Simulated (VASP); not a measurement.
# TiSnS4 (P-3m1) in VASP: a series of runs

Runs on TiSnS4. Level: PBE. Tasks: relaxation of cell and atoms, single point.

Program: VASP 6.6.1. These are calculated values, not measurements. Logs are shortened: lines on timing, memory, paths and dates and some standing lists are left out, and cuts for length are marked.

**1. The cell of the first run**

The structure is trigonal, space group P-3m1 (No. 164). The conventional cell has a = 3.595 Å, b = 3.595 Å, c = 12.716 Å, α = 90.00°, β = 90.00°, γ = 120.00°. Within 3.3 Å of Ti (site symmetry -3m) lie 6 S at 2.47 Å. Within 3.4 Å of Sn (site symmetry -3m) lie 6 S at 2.56 Å. Within 3.4 Å of S (site symmetry 3m) lie 3 Ti at 2.47 Å and 3 S at 3.39 Å. Within 3.4 Å of S (site symmetry 3m) lie 3 Sn at 2.56 Å.

**2. Relaxation of cell and atoms, PBE**

Contents of INCAR:

```
SYSTEM = TiSnS4
PREC = Accurate ; ENCUT = 600
EDIFF = 1E-6 ; ISMEAR = 0
SIGMA = 0.02 ; LREAL = .False.
LASPH = .True. ; NELM = 80
ALGO = Normal ; ISIF = 3
LWAVE = .False. ; LCHARG = .False.
GGA = PE ; IBRION = 2
NSW = 100 ; EDIFFG = -0.01
```

Contents of KPOINTS:

```
Automatic mesh
0
Gamma
  12 12 4
  0 0 0
```

Contents of POSCAR:

```
TiSnS4
1.0
    3.5945249107      0.0000000000      0.0000000000
   -1.7972624553      3.1129498872      0.0000000000
    0.0000000000      0.0000000000     12.7163342401
Ti Sn S
1 1 4
Direct
    0.0000000000      0.0000000000      0.0000000000
    0.0000000000      0.0000000000      0.5000000000
    0.3333333333      0.6666666667      0.1052722725
    0.6666666667      0.3333333333      0.8947277275
    0.6666666667      0.3333333333      0.3815242507
    0.3333333333      0.6666666667      0.6184757493
```

Potentials or basis: VASP PAW PBE potentials, release 64 (Ti_sv, Sn_d, S).

Launch:

```console
$ cat potpaw_PBE.64/Ti_sv/POTCAR potpaw_PBE.64/Sn_d/POTCAR potpaw_PBE.64/S/POTCAR > POTCAR
$ mpirun -np 1 vasp_std > vasp.out
```

OUTCAR:

```text
SYSTEM = TiSnS4
   PREC = Accurate
   ENCUT = 600
   EDIFF = 1E-6
   ISMEAR = 0
   LREAL = .False.
   LASPH = .True.
   NELM = 80
   ISIF = 3
   GGA = PE
   IBRION = 2
   NSW = 100
   EDIFFG = -0.01

 ion  position               nearest neighbor table
   1  0.000  0.000  0.000-   3 2.47   4 2.47   3 2.47   4 2.47   4 2.47   3 2.47
   2  0.000  0.000  0.500-   5 2.56   6 2.56   6 2.56   5 2.56   5 2.56   6 2.56
   3  0.333  0.667  0.105-   1 2.47   1 2.47   1 2.47
   4  0.667  0.333  0.895-   1 2.47   1 2.47   1 2.47
   5  0.667  0.333  0.382-   2 2.56   2 2.56   2 2.56
   6  0.333  0.667  0.618-   2 2.56   2 2.56   2 2.56

  LATTYP: Found a hexagonal cell.
 ALAT       =     3.5945249107
 C/A-ratio  =     3.5376953995

  Lattice vectors:

 A1 = (   3.5945249107,   0.0000000000,   0.0000000000)
 A2 = (  -1.7972624553,   3.1129498872,   0.0000000000)
 A3 = (   0.0000000000,   0.0000000000,  12.7163342401)

Analysis of symmetry for initial positions (statically):
=====================================================================
 Subroutine PRICEL returns:
 Original cell was already a primitive cell.

 Routine SETGRP: Setting up the symmetry group for a
 hexagonal supercell.

 Subroutine GETGRP returns: Found 12 space group operations
 (whereof 12 operations were pure point group operations)
 out of a pool of 24 trial point group operations.

The static configuration has the point symmetry D_3d.

Analysis of symmetry for dynamics (positions and initial velocities):
=====================================================================
 Subroutine PRICEL returns:
 Original cell was already a primitive cell.

 Routine SETGRP: Setting up the symmetry group for a
 hexagonal supercell.

 Subroutine GETGRP returns: Found 12 space group operations
 (whereof 12 operations were pure point group operations)
 out of a pool of 24 trial point group operations.

The dynamic configuration has the point symmetry D_3d.

 Subroutine INISYM returns: Found 12 space group operations
 (whereof 12 operations are pure point group operations),
 and found     1 'primitive' translations

----------------------------------------------------------------------------------------

                                     Primitive cell

  volume of cell :     142.2904

  direct lattice vectors                    reciprocal lattice vectors
     3.594524911  0.000000000  0.000000000     0.278200882  0.160619354  0.000000000
    -1.797262455  3.112949887  0.000000000     0.000000000  0.321238708  0.000000000
     0.000000000  0.000000000 12.716334240     0.000000000  0.000000000  0.078639015

  length of vectors
     3.594524911  3.594524911 12.716334240     0.321238708  0.321238708  0.078639015

  position of ions in fractional coordinates (direct lattice)
     0.000000000  0.000000000  0.000000000
     0.000000000  0.000000000  0.500000000
     0.333333333  0.666666667  0.105272273
     0.666666667  0.333333333  0.894727727
     0.666666667  0.333333333  0.381524251
     0.333333333  0.666666667  0.618475749

  ion indices of the primitive-cell ions
   primitive index   ion index
                 1           1
                 2           2
                 3           3
                 4           4
                 5           5
                 6           6

----------------------------------------------------------------------------------------

 KPOINTS: Automatic mesh

Automatic generation of k-mesh.
 Grid dimensions read from file:
 generate k-points for:   12   12    4

 Generating k-lattice:

  Cartesian coordinates                     Fractional coordinates (reciprocal lattice)
     0.023183407  0.013384946  0.000000000     0.083333333  0.000000000  0.000000000
     0.000000000  0.026769892  0.000000000     0.000000000  0.083333333  0.000000000
     0.000000000  0.000000000  0.019659754     0.000000000  0.000000000  0.250000000

  Length of vectors
     0.026769892  0.026769892  0.019659754

  Shift w.r.t. Gamma in fractional coordinates (k-lattice)
     0.000000000  0.000000000  0.000000000

 Subroutine IBZKPT returns following result:
 ===========================================

 Found     69 irreducible k-points:

 Following reciprocal coordinates:
            Coordinates               Weight
  0.000000  0.000000  0.000000      1.000000
  0.083333  0.000000  0.000000      6.000000
  0.166667 -0.000000  0.000000      6.000000
  0.250000 -0.000000  0.000000      6.000000
  0.333333 -0.000000  0.000000      6.000000
  0.416667 -0.000000  0.000000      6.000000
[... 16 lines left out ...]
  0.166667 -0.000000  0.250000      6.000000
  0.000000  0.166667  0.250000      6.000000
 [... further k-points ...]
   k-points           NKPTS =     69   k-points in BZ     NKDIM =     69   number of bands    NBANDS=     30
   number of dos      NEDOS =    301   number of ions     NIONS =      6
   total plane-waves  NPLWV =  97200
   dimension x,y,z NGX =    30 NGY =   30 NGZ =  108
   dimension x,y,z NGXF=    60 NGYF=   60 NGZF=  216
   ions per type =               1   1   4
   NGX,Y,Z   is equivalent  to a cutoff of  13.87, 13.87, 14.12 a.u.
   NGXF,Y,Z  is equivalent  to a cutoff of  27.75, 27.75, 28.24 a.u.
 SYSTEM =  TiSnS4
   PREC   = accura    normal or accurate (medium, high low for compatibility)
   ISTART =      0    job   : 0-new  1-cont  2-samecut
   ICHARG =      2    charge: 1-file 2-atom 10-const
   ISPIN  =      1    spin polarized calculation?
   LNONCOLLINEAR =      F non collinear calculations
   LSORBIT =      F    spin-orbit coupling
   LASPH  =      T    aspherical Exc in radial PAW
   ENCUT  =  600.0 eV  44.10 Ry    6.64 a.u.   7.18  7.18 25.40*2*pi/ulx,y,z
   NELM   =     80;   NELMIN=  2; NELMDL= -5     # of ELM steps
   EDIFF  = 0.1E-05   stopping-criterion for ELM
   LREAL  =      F    real-space projection
   EDIFFG = -.1E-01   stopping-criterion for IOM
   NSW    =    100    number of steps for IOM
   IBRION =      2    ionic relax: 0-MD 1-quasi-New 2-CG
   NFREE  =      1    steps in history (QN), initial steepest desc. (CG)
   ISIF   =      3    stress and relaxation
   ISYM   =      2    0-nonsym 1-usesym 2-fastsym
   POTIM  = 0.5000    time-step for ionic-motion
   TEBEG  =    0.0;   TEEND  =   0.0 temperature during run
   PSTRESS=    0.0 pullay stress
   NELECT =      50.0000    total number of electrons
   NUPDOWN=      -1.0000    fix difference up-down
   EMIN   =  10.00;   EMAX   =-10.00  energy-range for DOS
   EFERMI =   0.00;   METHOD = LEGACY
   ISMEAR =     0;   SIGMA  =   0.02  broadening in eV -4-tet -1-fermi 0-gaus
   EFERMI_NEDOS =   21; number of points for ismear=-14 and -15
   IALGO  =     38    algorithm
   IMIX   =      4    mixing-type and parameters
     AMIX     =   0.40;   BMIX     =  1.00
     AMIX_MAG =   1.60;   BMIX_MAG =  1.00
  volume/ion in A,a.u.               =      23.72       160.04
  Fermi-wavevector in a.u.,A,eV,Ry     =   1.155242  2.183091 18.158119  1.334584
  Thomas-Fermi vector in A             =   2.291872
   LORBIT       =      0    0 simple, 1 ext, 2 COOP (PROOUT), +10 PAW based schemes
   GGA     = PE    functional components
   LHFCALC =     F    Hartree Fock is set to
   AEXX    =    0.0000 exact exchange contribution
   IVDW    =     0    specifies the selected vdW correction
   LEPSILON=     F    determine dielectric tensor
   LRPA    =     F    only Hartree local field effects (RPA)
 conjugate gradient relaxation of ions
 non-spin polarized calculation
 Gauss-broadening in eV      SIGMA  =   0.02
  energy-cutoff  :      600.00
  volume of cell :      142.29
 maximum number of plane-waves:      4779
 NGX is ok and might be reduce to    30
   NGX = 15   NGY = 15   NGZ = 51

--------------------------------------- Ionic step        1  -------------------------------------------

 number of electron      50.0000000 magnetization

 Free energy of the ion-electron system (eV)
  ---------------------------------------------------
  ext. energy  EPLUGINS =         0.00000000
  ---------------------------------------------------
  free energy    TOTEN  =       -32.97998717 eV

  energy without entropy =      -32.97998717  energy(sigma->0) =      -32.97998717

------------------------ aborting loop because EDIFF is reached ----------------------------------------

  FORCE on cell =-STRESS in cart. coord.  units (eV):
  Direction    XX          YY          ZZ          XY          YZ          ZX
  --------------------------------------------------------------------------------------
  -------------------------------------------------------------------------------------
  Total       -0.5413737     -0.5413737      0.5489947     -0.0000000      0.0000000      0.0000000
  in kB       -6.0958210     -6.0958210      6.1816325     -0.0000000      0.0000000      0.0000000
  external PRESSURE =      -2.0033365 kB  Pullay stress =       0.0000000 kB
[... 101 lines left out ...]
  FREE ENERGIE OF THE ION-ELECTRON SYSTEM (eV)
  ---------------------------------------------------
  free  energy   TOTEN  =       -32.9858311315 eV

  energy  without entropy=      -32.9858311315  energy(sigma->0) =      -32.98583113

 E-fermi :   3.6856     XC(G=0):  -8.9524

 val. band max:        3.5791501634   @ k =   0.0000   0.0000   0.5000
 cond. band min:       4.0569011829   @ k =   0.5000  -0.0000   0.0000
 fundamental gap:      0.4777510195
 Fermi energy:         3.6856006253

 k-point     1 :       0.0000    0.0000    0.0000
  band No.  band energies     occupation
      1     -54.1197      2.00000
      2     -30.3346      2.00000
      3     -30.2836      2.00000
      4     -30.2836      2.00000
      5     -17.7260      2.00000
      6     -17.7260      2.00000
[... 781 lines left out ...]
     29       6.2719      0.00000
     30       6.5932      0.00000

 [... further k-points ...]

[... ionic steps 4 to 18 ...]

--------------------------------------- Ionic step       19  -------------------------------------------

 number of electron      50.0000009 magnetization

------------------------ aborting loop because EDIFF is reached ----------------------------------------
[... 75 lines left out ...]
--------------------------------------- Ionic step       21  -------------------------------------------

 number of electron      50.0000010 magnetization

 Free energy of the ion-electron system (eV)
  ---------------------------------------------------
  ext. energy  EPLUGINS =         0.00000000
  ---------------------------------------------------
  free energy    TOTEN  =       -32.99090709 eV

  energy without entropy =      -32.99090709  energy(sigma->0) =      -32.99090709

 E-fermi :   3.5832     XC(G=0):  -8.7796

 val. band max:        3.3174707044   @ k =   0.0000   0.0000   0.5000
 cond. band min:       3.8100967209   @ k =   0.5000  -0.0000   0.0000
 fundamental gap:      0.4926260166
 Fermi energy:         3.5831533242

 k-point     1 :       0.0000    0.0000    0.0000
  band No.  band energies     occupation
      1     -54.3740      2.00000
      2     -30.5907      2.00000
      3     -30.5386      2.00000
      4     -30.5386      2.00000
      5     -17.9753      2.00000
      6     -17.9753      2.00000
[... 781 lines left out ...]
     29       6.0385      0.00000
     30       6.3353      0.00000

 [... further k-points ...]
[... 5 lines left out ...]
  --------------------------------------------------------------------------------------
  -------------------------------------------------------------------------------------
  Total        0.0300924      0.0300924      0.0079962      0.0000000     -0.0000000      0.0000000
  in kB        0.3237254      0.3237254      0.0860209      0.0000000     -0.0000000      0.0000000
  external PRESSURE =       0.2444906 kB  Pullay stress =       0.0000000 kB
[... 21 lines left out ...]
  FREE ENERGIE OF THE ION-ELECTRON SYSTEM (eV)
  ---------------------------------------------------
  free  energy   TOTEN  =       -32.9909070946 eV

  energy  without entropy=      -32.9909070946  energy(sigma->0) =      -32.99090709

 reached required accuracy - stopping structural energy minimisation
```

Wall time 2.4 h (1 thread of Oxide Virtual Turin-like, shared host); peak memory 0.54 GiB.

Results:

* Free energy: -32.9909 eV
* Relaxed volume: 24.82 Å³/atom
* Relaxed cell: a = 3.571 Å, b = 3.571 Å, c = 13.484 Å, α = 90.00°, β = 90.00°, γ = 120.00°
* Space group after relaxing (to 0.1 Å): P-3m1 (No. 164)
* Energy gained by relaxing: 1.8 meV/atom
* Ionic steps: 21
* Pressure after relaxing: 0.0 GPa
* Largest force after relaxing: 0.003 eV/Å
* Band gap on the k mesh: 0.49 eV (least direct gap 0.57 eV)

Forces on the atoms (eV/Å):
```
Ti   0.000  0.000  0.000
Sn   0.000  0.000  0.000
S    0.000  0.000 -0.002
S    0.000  0.000  0.002
S    0.000  0.000 -0.003
S    0.000  0.000  0.003
```

The path:
```tsv
step	energy change (eV)	largest force (eV/Å)	pressure (GPa)	volume (Å³)
1	0.0000	0.0776	-0.20	142.29
2	-0.0052	0.0271	0.05	141.68
3	-0.0058	0.0239	0.21	141.33
4	-0.0059	0.0240	0.21	141.37
5	-0.0060	0.0716	-0.14	141.97
6	-0.0062	0.0463	0.00	141.72
7	-0.0064	0.0347	0.02	141.83
8	-0.0069	0.0423	0.04	142.17
9	-0.0068	0.0819	0.10	142.85
10	-0.0070	0.0617	0.06	142.51
11	-0.0072	0.0626	0.06	142.62
12	-0.0075	0.0646	0.03	142.97
13	-0.0082	0.0682	-0.02	143.66
14	-0.0092	0.0745	-0.10	145.04
15	-0.0100	0.0840	-0.28	147.81
16	-0.0103	0.0698	-0.23	147.97
17	-0.0106	0.0514	-0.14	148.16
18	-0.0109	0.0152	0.05	148.56
19	-0.0109	0.0132	0.05	148.58
20	-0.0109	0.0106	0.05	148.67
21	-0.0109	0.0031	0.02	148.93
```

Final structure:
```
Ti Sn S
1.0
     3.57131    0.00000    0.00000
    -1.78565    3.09284    0.00000
     0.00000    0.00000   13.48358
Ti Sn S
1 1 4
Direct
  0.00000 0.00000 0.00000
  0.00000 0.00000 0.50000
  0.33333 0.66667 0.10037
  0.66667 0.33333 0.89963
  0.66667 0.33333 0.38714
  0.33333 0.66667 0.61286
```

Caveat: spin-orbit coupling is left out, which moves the levels of the heavy elements; this functional lacks dispersion, which binds layers or chains, so the pressure and a relaxed spacing across them are unreliable.

**3. Single point, PBE (24.13 Å³/atom)**

This run uses another cell than the first one, of 24.13 Å³/atom.

Contents of INCAR:

```
  PREC = Accurate
  ENCUT = 500
  EDIFF = 1E-6
  ISMEAR = 0
  SIGMA = 0.02
  LREAL = False
  LASPH = True
  NELM = 120
  ALGO = Normal
  ISIF = 2
  LWAVE = False
  LCHARG = True
  GGA = PE
  LELF = True
  LVHAR = True
  NBANDS = 34
  GGA_COMPAT = False
```

Contents of KPOINTS:

```
regular mesh
0
Gamma
  12 12 4
```

Contents of POSCAR:

```
TiSnS4
1.0
    3.5740804079      0.0000000000      0.0000000000
   -1.7870402040      3.0952444284      0.0000000000
    0.0000000000      0.0000000000     13.0862991589
Ti Sn S
1 1 4
Direct
    0.0000000000      0.0000000000      0.0000000000
    0.0000000000      0.0000000000      0.5000000000
    0.3333333333      0.6666666667      0.1032767193
    0.6666666667      0.3333333333      0.8967232807
    0.6666666667      0.3333333333      0.3837790489
    0.3333333333      0.6666666667      0.6162209511
```

Potentials or basis: VASP PAW PBE potentials, release 64 (Ti_sv, Sn_d, S).

Launch:

```console
$ cat potpaw_PBE.64/Ti_sv/POTCAR potpaw_PBE.64/Sn_d/POTCAR potpaw_PBE.64/S/POTCAR > POTCAR
$ mpirun -np 1 vasp_std > vasp.out
```

Run time: 7.7 min. Hardware: 1 thread of Oxide Virtual Turin-like, shared host; peak memory 0.43 GiB.

Results (log left out):

* Free energy: -32.9893 eV
* Pressure: 0.0 GPa
* Band gap on the k mesh: 0.50 eV (least direct gap 0.57 eV)

Stress tensor (GPa, compression positive):
```
-0.07  0.00  0.00
 0.00 -0.07  0.00
 0.00  0.00  0.08
```

Levels at points of the mesh, in eV from the valence-band top:
| k point | band 22 | band 23 | band 24 | band 25 | band 26 | band 27 | band 28 | band 29 |
| --- | --- | --- | --- | --- | --- | --- | --- | --- |
| (0.00, 0.00, 0.00) | -0.42 | -0.42 | 0.00 | 0.00 | 0.57 | 0.57 | 1.40 | 2.38 |
| (0.50, 0.00, 0.00) | -1.39 | -1.39 | -1.19 | -0.73 | 0.50 | 1.12 | 1.39 | 1.62 |
| (0.00, 0.00, 0.50) | -0.42 | -0.42 | 0.00 | 0.00 | 0.57 | 0.57 | 1.47 | 2.41 |
| (0.50, 0.00, 0.50) | -1.49 | -1.39 | -1.13 | -0.73 | 0.51 | 1.12 | 1.39 | 1.62 |

Caveat: spin-orbit coupling is left out, which moves the levels of the heavy elements; this functional lacks dispersion, which binds layers or chains, so the pressure and a relaxed spacing across them are unreliable.
